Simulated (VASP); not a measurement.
Wanted: the native input for a VASP 6.6.1 run.

```
Task                   : single point
Functional             : PBE
Potentials or basis    : VASP PAW PBE potentials, release 64 (Ti_sv, O)
Cutoff                 : 520 eV
k mesh                 : 6 × 6 × 10
Occupations            : gaussian, width 0.05 eV
Spin                   : no spin polarisation
Dipole correction      : no
Further INCAR settings : ALGO = Normal; EDIFF = 1e-07; NBANDS = 33
```

The structure of TiO2 lies in POSCAR:

```
TiO2
1.0
    4.5351000000      0.0000000000      0.0000000000
    0.0000000000      4.5351000000      0.0000000000
    0.0000000000      0.0000000000      2.8848000000
Ti O
2 4
Direct
    0.0000000000      0.0000000000      0.0000000000
    0.5000000000      0.5000000000      0.5000000000
    0.3050970583      0.3050970583      0.0000000000
    0.1949029417      0.8050970583      0.5000000000
    0.6949029417      0.6949029417      0.0000000000
    0.8050970583      0.1949029417      0.5000000000
```

The input as run:

INCAR

```
SYSTEM = TiO2
PREC = Accurate
ENCUT = 520
EDIFF = 1E-7
ISMEAR = 0
SIGMA = 0.05
LREAL = .FALSE.
LASPH = .TRUE.
NELM = 80
ALGO = Normal
ISIF = 2
LWAVE = .FALSE.
LCHARG = .FALSE.
GGA = PE
NBANDS = 33
```

KPOINTS

```
Automatic mesh
0
G
  6 6 10
  0 0 0
```

Potentials or basis: VASP PAW PBE potentials, release 64 (Ti_sv, O).

Run with:

```bash
$ cat potpaw_PBE.64/Ti_sv/POTCAR potpaw_PBE.64/O/POTCAR > POTCAR
$ mpirun -np 1 vasp_std > vasp.out
```

It gave:

```
Pressure               : 20.7 GPa
Largest force          : 0.464 eV/Å
Band gap on the k mesh : 2.02 eV, direct
```

Wall time 52 s on 1 thread of Intel(R) Xeon(R) 6975P-C (Granite Rapids), on a shared host, peak memory 0.23 GiB.
